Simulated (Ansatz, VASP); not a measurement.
## One calculation of Si, two programs

```xyz
6
Lattice="-3.5885 3.5885 2.1014 3.5885 -3.5885 2.1014 3.5885 3.5885 -2.1014" Properties=species:S:1:pos:R:3 pbc="T T T"
Si    0.0000    0.0000    2.1014
Si    3.5885    0.0000    1.0507
Si    1.7943    3.3145    1.5761
Si   -1.7943    3.8625    1.5761
Si    0.2740    1.7943    0.5254
Si   -0.2740    5.3828    0.5254
```

Alike in both runs: functional PBE; k mesh 6 × 6 × 6; occupations gaussian, width 0.1 eV; no spin polarisation.

Ansatz relaxed the structure, and its values are those at the end. VASP's run is a single point on that final structure, the one shown.

```csv
,VASP,Ansatz
version,VASP 6.6.1,Ansatz 0.2.0
potentials or method,"VASP PAW PBE potentials, release 64 (Si), cutoff 520 eV","scalar-relativistic, plane waves, PAW"
valence electrons in the cell,24,24
```

|  | VASP | Ansatz | Ansatz less VASP |
| --- | --- | --- | --- |
| gap on the k mesh at the Fermi level (eV) | none | none | - |
| pressure (GPa) | -0.1 | 0.0 | +0.07 |

A gap of «none» marks a metal or a gap that the smearing closes.
